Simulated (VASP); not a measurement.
Mo, 2 atoms in the cell. Symmetry: Im-3m, No. 229, cubic system. The conventional cell has a = 3.130 Å, b = 3.130 Å, c = 3.130 Å, α = 90.00°, β = 90.00°, γ = 90.00°. Mo (site symmetry m-3m) has 14 Mo at 2.71 to 3.13 Å within 3.6 Å. 

| Quantity | Value |
| --- | --- |
| Program | VASP 6.6.1 |
| Task | single point |
| Functional | PBEsol |
| Potentials or basis | VASP PAW PBE potentials, release 64 (Mo_sv) |
| Cutoff | 520 eV |
| k mesh | 12 × 12 × 12 |
| Occupations | fermi-dirac, width 0.1 eV |
| Spin | no spin polarisation |
| Dipole correction | no |
| Further INCAR settings | ALGO = Normal; EDIFF = 1e-06; NBANDS = 21 |

Potentials or basis: VASP PAW PBE potentials, release 64 (Mo_sv).

Run with:

```console
$ cat potpaw_PBE.64/Mo_sv/POTCAR > POTCAR
$ mpirun -np 1 vasp_std > vasp.out
```

Hardware: 1 thread of Intel(R) Xeon(R) 6975P-C (Granite Rapids), with other jobs on the host.

Estimate the wall time of this run.

It took 9.9 s on 1 thread of Intel(R) Xeon(R) 6975P-C (Granite Rapids) (shared host), peak memory 0.16 GiB. Counts: scf iterations 11, k points 84.
